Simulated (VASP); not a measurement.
# Os (Fm-3m) in VASP: settings compared, part 2 of 2

VASP 6.6.1.

## (4) Single point, PBEsol+D4+U, non-collinear spin, zero start, spin-orbit coupling (volume scaled by 0.96)

The input, INCAR:

```
ALGO     = Normal         # electronic algorithm
EDIFF    = 1E-7           # SCF threshold, eV
ENCUT    = 520            # plane-wave cutoff, eV
GGA      = PS             # functional
GGA_COMPAT= F            
ISIF     = 2              # what is computed and relaxed
ISMEAR   = 0              # smearing method
IVDW     = 13             # dispersion correction
LASPH    = T              # aspherical terms in the spheres
LCHARG   = T              # write CHGCAR
LDAU     = T              # DFT+U
LDAUJ    = 0            
LDAUL    = 2              # shell
LDAUPRINT= 1            
LDAUTYPE = 2            
LDAUU    = 2              # U, eV
LMAXMIX  = 4              # l up to which the mixer works
LORBIT   = 11             # projections on sites
LORBMOM  = T            
LREAL    = F              # projectors in reciprocal space
LSORBIT  = T              # spin-orbit coupling
LVHAR    = T            
LWAVE    = F              # write WAVECAR
MAGMOM   = 0 0 0          # initial moments
NBANDS   = 19             # bands
NELM     = 150            # most SCF steps
PREC     = Accurate       # precision mode
SIGMA    = 0.1            # smearing width, eV
```

The input, KPOINTS:

```
k-points
0
Gamma
  12 12 12
```

The input, POSCAR:

```
Os
1.0
    0.0000000000      1.9187129938      1.9187129938
    1.9187129938      0.0000000000      1.9187129938
    1.9187129938      1.9187129938      0.0000000000
Os
1
Direct
    0.0000000000      0.0000000000      0.0000000000
```

Potentials or basis: VASP PAW PBE potentials, release 64 (Os).

On the command line:

```bash
$ cat potpaw_PBE.64/Os/POTCAR > POTCAR
$ mpirun -np 1 vasp_ncl > vasp.out
```

OUTCAR:

```text
EDIFF = 1E-7
   ENCUT = 520
   GGA = PS
   ISIF = 2
   ISMEAR = 0
   IVDW = 13
   LASPH = T
   LORBIT = 11
   LREAL = F
   LSORBIT = T
   NELM = 150
   PREC = Accurate

 ion  position               nearest neighbor table
   1  0.000  0.000  0.000-

  LATTYP: Found a face centered cubic cell.
 ALAT       =     3.8374259876

  Lattice vectors:

 A1 = (   0.0000000000,   1.9187129938,   1.9187129938)
 A2 = (   1.9187129938,   0.0000000000,   1.9187129938)
 A3 = (   1.9187129938,   1.9187129938,   0.0000000000)

Analysis of symmetry for initial positions (statically):
=====================================================================
 Subroutine PRICEL returns:
 Original cell was already a primitive cell.

[... 829 lines left out ...]
  1         0.000   0.000   0.000
 ----------------------------------------
            0.000   0.000   0.000

 Spin-Orbit-Coupling matrix elements

 Ion:    1  E_soc:     -0.7071495
 l=   1
     0.0000000    -0.0438378    -0.0438378
    -0.0438378     0.0000000    -0.0438378
    -0.0438378    -0.0438378     0.0000000
 l=   2
     0.0000000    -0.0131512     0.0000000    -0.0131512    -0.0608693
    -0.0131512     0.0000000    -0.0456519    -0.0131512    -0.0152173
     0.0000000    -0.0456519     0.0000000    -0.0456519     0.0000000
    -0.0131512    -0.0131512    -0.0456519     0.0000000    -0.0152173
    -0.0608693    -0.0152173     0.0000000    -0.0152173     0.0000000
 l=   3
     0.0000000     0.0000000     0.0000000     0.0000000     0.0000000     0.0000000     0.0000000
     0.0000000     0.0000000     0.0000000     0.0000000     0.0000000     0.0000000     0.0000000
     0.0000000     0.0000000     0.0000000     0.0000000     0.0000000     0.0000000     0.0000000
     0.0000000     0.0000000     0.0000000     0.0000000     0.0000000     0.0000000     0.0000000
     0.0000000     0.0000000     0.0000000     0.0000000     0.0000000     0.0000000     0.0000000
     0.0000000     0.0000000     0.0000000     0.0000000     0.0000000     0.0000000     0.0000000
     0.0000000     0.0000000     0.0000000     0.0000000     0.0000000     0.0000000     0.0000000

 total charge

# of ion       s       p       d       tot
------------------------------------------
    1        0.654   0.758   6.127   7.539

 magnetization (x)

# of ion       s       p       d       tot
------------------------------------------
    1       -0.000   0.000   0.000   0.000

 magnetization (y)

# of ion       s       p       d       tot
------------------------------------------
    1       -0.000   0.000   0.000   0.000

 magnetization (z)

# of ion       s       p       d       tot
------------------------------------------
    1       -0.000   0.000   0.000   0.000
```

OSZICAR:

```text
N       E                     dE             d eps       ncg     rms          rms(c)
DAV:   1     0.541052401015E+02    0.54105E+02   -0.35664E+03  2776   0.796E+02
DAV:   2    -0.858193438324E+01   -0.62687E+02   -0.52913E+02  2820   0.260E+02
DAV:   3    -0.107753413592E+02   -0.21934E+01   -0.21506E+01  3277   0.455E+01
DAV:   4    -0.107849490618E+02   -0.96077E-02   -0.96025E-02  3229   0.308E+00
DAV:   5    -0.107849873584E+02   -0.38297E-04   -0.38294E-04  3263   0.193E-01    0.206E+01
DAV:   6    -0.102509817581E+02    0.53401E+00   -0.38285E-01  3355   0.708E+00    0.927E+00
DAV:   7    -0.101076049959E+02    0.14338E+00   -0.17748E-01  3477   0.429E+00    0.461E+00
DAV:   8    -0.101054044372E+02    0.22006E-02   -0.70929E-03  3130   0.894E-01    0.917E-01
DAV:   9    -0.101052872401E+02    0.11720E-03   -0.28513E-04  3126   0.196E-01    0.860E-01
DAV:  10    -0.101049054502E+02    0.38179E-03   -0.52578E-03  2908   0.118E+00    0.271E-01
DAV:  11    -0.101049012020E+02    0.42482E-05   -0.11146E-04  3028   0.145E-01    0.728E-02
DAV:  12    -0.101048916930E+02    0.95090E-05   -0.31636E-05  3099   0.817E-02    0.122E-02
DAV:  13    -0.101048906880E+02    0.10051E-05   -0.10363E-06  3211   0.135E-02    0.117E-02
DAV:  14    -0.101048905388E+02    0.14913E-06   -0.56678E-08  1775   0.345E-03    0.585E-03
DAV:  15    -0.101048902486E+02    0.29027E-06   -0.12895E-07  2297   0.537E-03    0.573E-03
DAV:  16    -0.101048902873E+02   -0.38786E-07   -0.64504E-09  1468   0.116E-03
   1 F= -.10508476E+02 E0= -.10507079E+02  d E =-.279261E-02  mag=    -0.0000    -0.0000    -0.0000
```

stdout:

```text
POSCAR found type information on POSCAR Os
 POSCAR found :  1 types and       1 ions
 scaLAPACK will be used
 -----------------------------------------------------------------------------
|                                                                             |
|                                                                             |
|     You enforced a specific xc type in the INCAR file but a different       |
|     I HOPE YOU KNOW WHAT YOU ARE DOING!                                     |
|                                                                             |
 -----------------------------------------------------------------------------

 LDA part: xc-table for (Slater+PW92), standard interpolation
 POSCAR, INCAR and KPOINTS ok, starting setup
 FFT: planning ... GRIDC
 FFT: planning ... GRID_SOFT
 FFT: planning ... GRID
 WAVECAR not read
 entering main loop
```

It took 41 s on 1 thread of Oxide Virtual Turin-like, shared host; peak memory 0.15 GiB.

What came out:

```yaml
Free_energy: -10.5085 eV
Pressure: -13.1 GPa
Net_moment: 0.00 μB per cell
Valence_electrons_inside_the_program's_atomic_spheres: Os 7.54
Dispersion_energy_per_atom: -0.404 eV
```

Moments on the atoms (μB; x, y, z):
```
Os  0.00 0.00 0.00
```

Caveat: the PAW data sets were made with another functional, which shifts forces and pressure a little; the U is typed as a test and isn't derived for this compound. The state reached can hang on the start; a lower one may exist.

## (5) Summary

| task | level | spin | U | cell | smearing | k mesh for the DOS | occupations for the DOS | moment (μB) |
| --- | --- | --- | --- | --- | --- | --- | --- | --- |
| density of states | BLYP | non-collinear, zero start, SOC | - | a = 2.751 Å, angles 60.0°, 1 atom | methfessel-paxton 0.1 eV | 18 × 18 × 18 | tetrahedron | 0.00 |
| density of states | PBEsol+D3(BJ) | collinear, ferromagnetic start | - | a = 2.751 Å, angles 60.0°, 1 atom | gaussian 0.05 eV | 18 × 18 × 18 | tetrahedron | 0.00 |
| single point | PBEsol+D4+U | non-collinear, zero start, SOC | Os d U = 2.0 eV | a = 2.713 Å, angles 60.0°, 1 atom | gaussian 0.1 eV | - | - | 0.00 |

Alike in all rows: potentials or basis VASP PAW PBE potentials, release 64 (Os); k mesh 12 × 12 × 12; cutoff (eV) 520.

Caveats: the PAW data sets were made with another functional, which shifts forces and pressure a little; three body term missing (some runs); spin-orbit coupling is left out, which moves the levels of the heavy elements (some runs); pairwise dispersion overbinds metals, which lowers pressure and volume (some runs); the U is typed as a test and isn't derived for this compound (some runs).

Absolute energies hang on the potentials; compare differences alone.
